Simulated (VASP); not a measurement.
Set up this calculation in VASP 6.6.1, as the native input.

```
Task                   : single point
Functional             : LDA
Potentials or basis    : VASP PAW LDA potentials, release 64 (Mn_pv)
Cutoff                 : 520 eV
k mesh                 : 11 × 11 × 15
Occupations            : fermi-dirac, width 0.1 eV
Spin                   : no spin polarisation
Dipole correction      : no
Further INCAR settings : ALGO = Normal; EDIFF = 1e-07; NBANDS = 26
```

The structure of Mn lies in POSCAR:

```
Mn
1.0
    3.8183517261      0.0000000000      0.0000000000
   -1.9091758630      3.3067895954      0.0000000000
    0.0000000000      0.0000000000      2.4024539521
Mn
3
Direct
    1.0000000000      1.0000000000      0.0000000000
    0.3333333333      0.6666666667      0.5000000000
    0.6666666667      0.3333333333      0.5000000000
```

This isn't the form of Mn at room conditions, which is a 58-atom cubic cell.

These files were run (other wordings do the same):

INCAR

```
PREC = Accurate
ENCUT = 520
EDIFF = 1E-7
ISMEAR = -1
SIGMA = 0.1
LREAL = F
LASPH = T
NELM = 80
ALGO = Normal
ISIF = 2
LWAVE = F
LCHARG = F
NBANDS = 26
```

KPOINTS

```
Automatic mesh
0
Gamma
  11 11 15
```

Potentials or basis: VASP PAW LDA potentials, release 64 (Mn_pv).

Command:

```console
$ cat potpaw_LDA.64/Mn_pv/POTCAR > POTCAR
$ mpirun -np 1 vasp_std > vasp.out
```

Results of the run:

```
Pressure               : 0.6 GPa
Band gap on the k mesh : zero (an odd number of electrons rules out a gap without spin polarisation)
```

Caveat: the run has no spin polarisation, though such a crystal can be magnetic.

It took 37 s on 1 thread of Intel(R) Xeon(R) 6975P-C (Granite Rapids), on a shared host, peak memory 0.18 GiB.
